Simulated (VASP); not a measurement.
# C (C2/m) in VASP: notebook, part 2 of 2

VASP 6.6.1. The steps go on from the part before.

### Step 3. Single point, PBEsol

File INCAR:

```
SYSTEM = C
ALGO = Normal ; EDIFF = 1E-6
ENCUT = 520 ; GGA = PS
ISIF = 2 ; ISMEAR = 1
LASPH = .True. ; LCHARG = .False.
LREAL = .False. ; LWAVE = .False.
NBANDS = 11 ; NELM = 100
PREC = Accurate ; SIGMA = 0.0725
```

File KPOINTS:

```
k-points
0
Gamma
  12 12 7
  0 0 0
```

File POSCAR:

```
C
1.0
    2.1273200000     -1.2282820000      0.0000000000
    2.1273200000      1.2282820000      0.0000000000
   -1.3790700000      0.0000000000      3.5028300000
C
2
Direct
    0.8333560000      0.8333560000      0.0000930000
    0.1666440000      0.1666440000      0.9999070000
```

Potentials or basis: VASP PAW PBE potentials, release 64 (C).

Launch:

```sh
$ cat potpaw_PBE.64/C/POTCAR > POTCAR
$ mpirun -np 1 vasp_std > vasp.out
```

OUTCAR:

```text
SYSTEM = C
   EDIFF = 1E-6
   ENCUT = 520
   GGA = PS
   ISIF = 2
   ISMEAR = 1
   LASPH = .True.
   LREAL = .False.
   NELM = 100
   PREC = Accurate

 ion  position               nearest neighbor table
   1  0.833  0.833  0.000-   2 1.42   2 1.42   2 1.42
   2  0.167  0.167  1.000-   1 1.42   1 1.42   1 1.42

  LATTYP: Found a base centered monoclinic cell.
 ALAT       =     4.2546400000
 B/A-ratio  =     0.5773846906
 C/A-ratio  =     0.8848047021
 COS(beta)  =    -0.3663330234

  Lattice vectors:

 A1 = (   2.1273200000,  -1.2282820000,   0.0000000000)
 A2 = (   2.1273200000,   1.2282820000,   0.0000000000)
 A3 = (  -1.3790700000,   0.0000000000,   3.5028300000)

Analysis of symmetry for initial positions (statically):
=====================================================================
 Subroutine PRICEL returns:
 Original cell was already a primitive cell.

 Routine SETGRP: Setting up the symmetry group for a
 base centered monoclinic supercell.

 Subroutine GETGRP returns: Found  4 space group operations
 (whereof  4 operations were pure point group operations)
 out of a pool of  4 trial point group operations.

The static configuration has the point symmetry C_2h.

Analysis of symmetry for dynamics (positions and initial velocities):
=====================================================================
 Subroutine PRICEL returns:
 Original cell was already a primitive cell.

 Routine SETGRP: Setting up the symmetry group for a
 base centered monoclinic supercell.

 Subroutine GETGRP returns: Found  4 space group operations
 (whereof  4 operations were pure point group operations)
 out of a pool of  4 trial point group operations.

The dynamic configuration has the point symmetry C_2h.

 Subroutine INISYM returns: Found  4 space group operations
 (whereof  4 operations are pure point group operations),
 and found     1 'primitive' translations

----------------------------------------------------------------------------------------

                                     Primitive cell

  volume of cell :      18.3054

  direct lattice vectors                    reciprocal lattice vectors
     2.127320000 -1.228282000  0.000000000     0.235037512 -0.407072643  0.092534660
     2.127320000  1.228282000  0.000000000     0.235037512  0.407072643  0.092534660
    -1.379070000  0.000000000  3.502830000     0.000000000  0.000000000  0.285483452

  length of vectors
     2.456454163  2.456454163  3.764525478     0.479075601  0.479075601  0.285483452

  position of ions in fractional coordinates (direct lattice)
     0.833356000  0.833356000  0.000093000
     0.166644000  0.166644000  0.999907000

  ion indices of the primitive-cell ions
   primitive index   ion index
                 1           1
                 2           2

----------------------------------------------------------------------------------------

 KPOINTS: k-points

Automatic generation of k-mesh.
 Grid dimensions read from file:
[... 23 lines left out ...]
  0.083333  0.000000 -0.000000      4.000000
  0.166667 -0.000000  0.000000      4.000000
  0.250000  0.000000  0.000000      4.000000
  0.333333 -0.000000 -0.000000      4.000000
  0.416667  0.000000 -0.000000      4.000000
[... 16 lines left out ...]
  0.500000  0.166667  0.000000      4.000000
 -0.416667  0.166667  0.000000      4.000000
 [... further k-points ...]
   k-points           NKPTS =    277   k-points in BZ     NKDIM =    277   number of bands    NBANDS=     11
   number of dos      NEDOS =    301   number of ions     NIONS =      2
   total plane-waves  NPLWV =   9072
   dimension x,y,z NGX =    18 NGY =   18 NGZ =   28
   dimension x,y,z NGXF=    36 NGYF=   36 NGZF=   56
   ions per type =               2
   NGX,Y,Z   is equivalent  to a cutoff of  12.18, 12.18, 12.37 a.u.
   NGXF,Y,Z  is equivalent  to a cutoff of  24.36, 24.36, 24.73 a.u.
 SYSTEM =  C
   PREC   = accura    normal or accurate (medium, high low for compatibility)
   ISTART =      0    job   : 0-new  1-cont  2-samecut
   ICHARG =      2    charge: 1-file 2-atom 10-const
   ISPIN  =      1    spin polarized calculation?
   LNONCOLLINEAR =      F non collinear calculations
   LSORBIT =      F    spin-orbit coupling
   LASPH  =      T    aspherical Exc in radial PAW
   ENCUT  =  520.0 eV  38.22 Ry    6.18 a.u.   4.57  4.57  7.00*2*pi/ulx,y,z
   NELM   =    100;   NELMIN=  2; NELMDL= -5     # of ELM steps
   EDIFF  = 0.1E-05   stopping-criterion for ELM
   LREAL  =      F    real-space projection
   EDIFFG = 0.1E-04   stopping-criterion for IOM
   NSW    =      0    number of steps for IOM
   IBRION =     -1    ionic relax: 0-MD 1-quasi-New 2-CG
   NFREE  =      0    steps in history (QN), initial steepest desc. (CG)
   ISIF   =      2    stress and relaxation
   ISYM   =      2    0-nonsym 1-usesym 2-fastsym
   POTIM  = 0.5000    time-step for ionic-motion
   TEBEG  =    0.0;   TEEND  =   0.0 temperature during run
   PSTRESS=    0.0 pullay stress
   NELECT =       8.0000    total number of electrons
   NUPDOWN=      -1.0000    fix difference up-down
   EMIN   =  10.00;   EMAX   =-10.00  energy-range for DOS
   EFERMI =   0.00;   METHOD = LEGACY
   ISMEAR =     1;   SIGMA  =   0.07  broadening in eV -4-tet -1-fermi 0-gaus
   EFERMI_NEDOS =   21; number of points for ismear=-14 and -15
   IALGO  =     38    algorithm
   IMIX   =      4    mixing-type and parameters
     AMIX     =   0.40;   BMIX     =  1.00
     AMIX_MAG =   1.60;   BMIX_MAG =  1.00
  volume/ion in A,a.u.               =       9.15        61.77
  Fermi-wavevector in a.u.,A,eV,Ry     =   1.242352  2.347706 20.999772  1.543440
  Thomas-Fermi vector in A             =   2.376711
   LORBIT       =      0    0 simple, 1 ext, 2 COOP (PROOUT), +10 PAW based schemes
   GGA     = PS    functional components
   LHFCALC =     F    Hartree Fock is set to
   AEXX    =    0.0000 exact exchange contribution
   IVDW    =     0    specifies the selected vdW correction
   LEPSILON=     F    determine dielectric tensor
   LRPA    =     F    only Hartree local field effects (RPA)
 non-spin polarized calculation
 Methfessel and Paxton  Order N= 1 SIGMA  =   0.07
  energy-cutoff  :      520.00
  volume of cell :       18.31
 maximum number of plane-waves:       507
   NGX =  9   NGY =  9   NGZ = 13

 number of electron       8.0000000 magnetization

 Free energy of the ion-electron system (eV)
  ---------------------------------------------------
  ext. energy  EPLUGINS =         0.00000000
  ---------------------------------------------------
  free energy    TOTEN  =       -19.28726522 eV

  energy without entropy =      -19.28733354  energy(sigma->0) =      -19.28728799

 E-fermi :   4.0967     XC(G=0): -10.2656

 val. band max:        4.0599980629   @ k =  -0.3333   0.3333   0.0000
 cond. band min:       4.5360250041   @ k =  -0.3333   0.3333   0.4286
 fundamental gap:      0.4760269411
 Fermi energy:         4.0966852057

 k-point     1 :       0.0000    0.0000    0.0000
  band No.  band energies     occupation
      1     -15.3727      2.00000
      2      -2.5745      2.00000
      3       1.3170      2.00000
      4       1.3206      2.00000
      5       7.9880      0.00000
      6      12.6898      0.00000
      7      12.6921      0.00000
      8      15.8264      0.00000
      9      17.2529      0.00000
     10      26.8037      0.00000
     11      28.3116      0.00000
[... 309 lines left out ...]
 k-point    24 :      -0.4167    0.1667    0.0000
  band No.  band energies     occupation
      1      -9.5487      2.00000
      2      -8.6088      2.00000
      3      -3.9290      2.00000
      4       2.7591      2.00000
      5       5.9004      0.00000
      6      14.5032      0.00000
      7      15.4549      0.00000
      8      16.3982      0.00000
      9      19.3492      0.00000
     10      23.2444      0.00000
     11      27.0390      0.00000

 [... further k-points ...]

------------------------ aborting loop because EDIFF is reached ----------------------------------------

  FORCE on cell =-STRESS in cart. coord.  units (eV):
  Direction    XX          YY          ZZ          XY          YZ          ZX
  --------------------------------------------------------------------------------------
  -------------------------------------------------------------------------------------
  Total        0.2520977      0.2542703      0.0157604      0.0000000      0.0000000     -0.0029640
  in kB       22.0647719     22.2549309      1.3794249      0.0000000      0.0000000     -0.2594219
  external PRESSURE =      15.2330426 kB  Pullay stress =       0.0000000 kB

 VOLUME and BASIS-vectors are now :
 -----------------------------------------------------------------------------
  energy-cutoff  :      520.00
  volume of cell :       18.31
      direct lattice vectors                 reciprocal lattice vectors
     2.127320000 -1.228282000  0.000000000     0.235037512 -0.407072643  0.092534660
     2.127320000  1.228282000  0.000000000     0.235037512  0.407072643  0.092534660
    -1.379070000  0.000000000  3.502830000     0.000000000  0.000000000  0.285483452

 POSITION                                       TOTAL-FORCE (eV/Angst)
 -----------------------------------------------------------------------------------
      3.54550      0.00000      0.00033         0.007708      0.000000      0.008455
     -0.66993      0.00000      3.50250        -0.007708      0.000000     -0.008455
 -----------------------------------------------------------------------------------
    total drift:                                0.000000      0.000000     -0.000000

  FREE ENERGIE OF THE ION-ELECTRON SYSTEM (eV)
  ---------------------------------------------------
  free  energy   TOTEN  =       -19.2872652161 eV

  energy  without entropy=      -19.2873335390  energy(sigma->0) =      -19.28728799
```

It took 20 s on 1 thread of AMD EPYC 9R45 (Zen 5), shared host; peak memory 0.12 GiB.

What came out:

```
Free energy            : -19.2873 eV
Pressure               : 1.5 GPa
Largest force          : 0.011 eV/Å
Band gap on the k mesh : 0.48 eV, indirect (least direct gap 0.50 eV)
```

Forces on the atoms (eV/Å):
```
C    0.008  0.000  0.008
C   -0.008  0.000 -0.008
```

Stress tensor (GPa, compression positive):
```
 2.21  0.00 -0.03
 0.00  2.23  0.00
-0.03  0.00  0.14
```

Caveat: the PAW data sets were made with another functional, which shifts forces and pressure a little; this functional lacks dispersion, which binds the layers, so the pressure and a relaxed spacing across them are unreliable. A k mesh can miss the band edges.
